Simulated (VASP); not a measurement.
Li2H:

```
Li H
1.0
     1.39935   -1.99697    0.00000
     1.39935    1.99697    0.00000
     0.00000    0.00000    5.82485
Li H
2 1
Direct
  0.00000 0.00000 0.68169
  0.00000 0.00000 0.31831
  0.50000 0.50000 0.00000
```

| Item | Value |
| --- | --- |
| Program | VASP 6.6.1 |
| Task | relaxation of cell and atoms |
| Functional | PBE |
| Potentials or basis | VASP PAW PBE potentials, release 64 (Li_sv, H_h) |
| Cutoff | 910 eV |
| k mesh | 8 × 8 × 4 |
| Occupations | gaussian, width 0.1 eV |
| Spin | no spin polarisation |

At the start: pressure 4.1 GPa; volume 10.85 Å³/atom.

Question: Where does the relaxation end?

Answer: Over 18 steps the energy falls by 516.2 meV/atom and the volume is 13.06 Å³/atom (+20.4 %); space group Cmmm (No. 65, to 0.05 Å).

Step by step:
| step | energy change (eV) | largest force (eV/Å) | pressure (GPa) | volume (Å³) |
| --- | --- | --- | --- | --- |
| 1 | 0.0000 | 2.0033 | 4.08 | 32.55 |
| 2 | -0.5814 | 1.8328 | 1.70 | 33.81 |
| 3 | -1.3801 | 0.2884 | -1.02 | 37.03 |
| 4 | -1.3849 | 0.4941 | -1.02 | 36.78 |
| 5 | -1.3854 | 0.4377 | -1.03 | 36.85 |
| 6 | -1.4575 | 0.1000 | -0.56 | 36.43 |
| 7 | -1.4786 | 0.1762 | 0.10 | 36.01 |
| 8 | -1.4922 | 0.0810 | 0.15 | 36.05 |
| 9 | -1.5021 | 0.0852 | 0.26 | 36.08 |
| 10 | -1.5105 | 0.1017 | 0.33 | 36.18 |
| 11 | -1.5202 | 0.1422 | 0.55 | 36.37 |
| 12 | -1.5219 | 0.1762 | 0.64 | 36.44 |
| 13 | -1.5227 | 0.2396 | 0.83 | 36.54 |
| 14 | -1.5385 | 0.1514 | 0.72 | 37.14 |
| 15 | -1.5434 | 0.0245 | 0.68 | 37.83 |
| 16 | -1.5438 | 0.0512 | 0.68 | 37.69 |
| 17 | -1.5471 | 0.0277 | 0.36 | 38.34 |
| 18 | -1.5486 | 0.0004 | -0.04 | 39.19 |

Final structure:
```xyz
3
Lattice="1.3630 -2.7101 0.0000 1.3630 2.7101 0.0000 0.0000 0.0000 5.3046" Properties=species:S:1:pos:R:3 pbc="T T T"
Li    0.0000    0.0000    4.0398
Li    0.0000    0.0000    1.2649
H     1.3630    0.0000    0.0000
```

Caveat: the volume moved by over 15 % at a fixed basis, so the end points are rough.
